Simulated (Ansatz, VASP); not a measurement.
ZrS2: VASP beside Ansatz

```
CELL_PARAMETERS angstrom
3.67440 0.00000 0.00000
-1.83720 3.18212 0.00000
0.00000 0.00000 5.85686
ATOMIC_POSITIONS crystal
Zr 0.00000 0.00000 0.00000
S 0.33333 0.66667 0.24623
S 0.66667 0.33333 0.75377
```

Alike in both runs: task single point; functional PBE; k mesh 2 × 2 × 2; no spin polarisation.

|  | VASP | Ansatz |
| --- | --- | --- |
| version | VASP 6.6.1 | Ansatz 0.2.0 |
| potentials or method | VASP PAW PBE potentials, release 64 (Zr_sv, S) | plane waves |
| plane-wave cutoff (eV) | 500 | 420 |
| occupations | gaussian, width 0.01 eV | fixed |
| valence electrons in the cell | 24 | 24 |

VASP gave:

* gap on the k mesh at the Fermi level (eV): 0.61
* pressure (GPa): 4.7
* traceless stress, the component that is largest in VASP (GPa): -3.91
* rms of the force components (eV/Å): 0.205

Task: What did Ansatz give for the same quantities?

Result: gap on the k mesh at the Fermi level (eV): 0.61; pressure (GPa): 4.7; traceless stress, the component that is largest in VASP (GPa): -3.91; rms of the force components (eV/Å): 0.209.

Atom by atom the forces differ by 0.004 eV/Å (rms over components).

The k mesh is coarse, so the values compare programs but aren't converged.
